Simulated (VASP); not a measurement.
## Fe: relaxation of cell and atoms with PBEsol

The system is Fe.

```
Fe
1.0
     2.43416    0.00000    0.00000
    -1.21708    2.10804    0.00000
     0.00000    0.00000    3.84193
Fe
2
Cartesian
  0.0000 1.4054 0.9605
  1.2171 0.7027 2.8815
```

This isn't the form of Fe at room conditions, which is bcc.

* Program: VASP 6.6.1
* Task: relaxation of cell and atoms
* Functional: PBEsol
* Potentials or basis: VASP PAW PBE potentials, release 64 (Fe)
* Cutoff: 600 eV
* k mesh: 27 × 27 × 16
* Occupations: gaussian, width 0.1 eV
* Spin: no spin polarisation
* Target pressure: 12.5 GPa
* Dipole correction: no
* Further INCAR settings: ALGO = Normal; EDIFF = 1e-07; IBRION = 2; EDIFFG = -0.002; NSW = 100; ISIF = 3

The relaxed volume is 9.45 Å³/atom. The relaxed cell is a = 2.399 Å, b = 2.399 Å, c = 3.795 Å, α = 90.00°, β = 90.00°, γ = 120.00°, the space group after relaxing (to 0.1 Å) is P6_3/mmc (No. 194) and the energy change on relaxing (the run minimises the enthalpy) is +12.5 meV/atom. The ionic steps are 9 and the pressure after relaxing is 12.5 GPa. The band gap on the k mesh is zero (bands 8 and 9 overlap by 2.16 eV).

Step by step:
| step | energy change (eV) | largest force (eV/Å) | pressure (GPa) | volume (Å³) |
| --- | --- | --- | --- | --- |
| 1 | 0.0000 | 0.0000 | -1.95 | 19.71 |
| 2 | 0.3462 | 0.0000 | 54.20 | 17.28 |
| 3 | 0.0232 | 0.0000 | 12.03 | 18.93 |
| 4 | 0.0248 | 0.0000 | 12.45 | 18.91 |
| 5 | 0.0260 | 0.0000 | 12.77 | 18.90 |
| 6 | 0.0231 | 0.0000 | 11.99 | 18.93 |
| 7 | 0.0243 | 0.0000 | 12.32 | 18.92 |
| 8 | 0.0257 | 0.0000 | 12.67 | 18.90 |
| 9 | 0.0251 | 0.0000 | 12.52 | 18.91 |

Final structure:
```yaml
crystal:
  lattice:
    - [2.39859, 0.00000, 0.00000]
    - [-1.19929, 2.07724, 0.00000]
    - [0.00000, 0.00000, 3.79465]
  atoms:
    - { symbol: Fe, position: [0.33333, 0.66667, 0.25000] }
    - { symbol: Fe, position: [0.66667, 0.33333, 0.75000] }
```

Levels at points of the mesh, in eV from the Fermi level:
| k point | band 6 | band 7 | band 8 | band 9 | band 10 | band 11 |
| --- | --- | --- | --- | --- | --- | --- |
| (0.00, 0.00, 0.00) | -1.33 | -1.33 | -0.94 | -0.94 | 0.53 | 0.80 |
| (0.00, 0.00, 0.50) | -1.99 | -1.99 | -1.99 | 0.36 | 0.36 | 0.36 |

Wall time 14 min on 1 thread of Oxide Virtual Turin-like Processor, on a shared host, peak memory 0.28 GiB.

Caveat: the cell is relaxed towards a set pressure, so the run minimises the enthalpy, not the energy; the PAW data sets were made with another functional, which shifts forces and pressure a little; the run has no spin polarisation, though such a crystal can be magnetic. Spin polarisation is off, so any magnetic state and its effect on volume and gap are missing.
